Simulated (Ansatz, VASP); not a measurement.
ZrSi4Pd: VASP beside Ansatz

```
CELL_PARAMETERS angstrom
0.00000 3.55922 3.55922
3.55922 0.00000 3.55922
3.55922 3.55922 0.00000
ATOMIC_POSITIONS crystal
Zr 0.75000 0.75000 0.75000
Si 0.37352 0.37352 0.37352
Si 0.37352 0.37352 0.87945
Si 0.37352 0.87945 0.37352
Si 0.87945 0.37352 0.37352
Pd 0.00000 0.00000 0.00000
```

Alike in both runs: functional PBE; k mesh 4 × 4 × 4; occupations gaussian, width 0.1 eV; no spin polarisation.

Ansatz relaxed the structure, and its values are those at the end. VASP's run is a single point on that final structure, the one shown.

|  | VASP | Ansatz |
| --- | --- | --- |
| version | VASP 6.6.1 | Ansatz 0.2.0 |
| potentials or method | VASP PAW PBE potentials, release 64 (Zr_sv, Si, Pd), cutoff 520 eV | scalar-relativistic, plane waves, PAW |
| valence electrons in the cell | 38 | 46 |

Ansatz gave:

```
gap on the k mesh at the Fermi level (eV) : none
pressure (GPa)                            : -0.3
rms of the force components (eV/Å)        : 0.008
```

Problem. Estimate VASP's values.

Solution. gap on the k mesh at the Fermi level (eV): none; pressure (GPa): -0.3; rms of the force components (eV/Å): 0.007.

A gap of «none» marks a metal or a gap that the smearing closes. VASP's potentials hold 38 valence electrons a cell and Ansatz's 46, so a difference there can come from the potentials and not from the codes.

The k mesh is coarse, so the values compare programs but aren't converged.
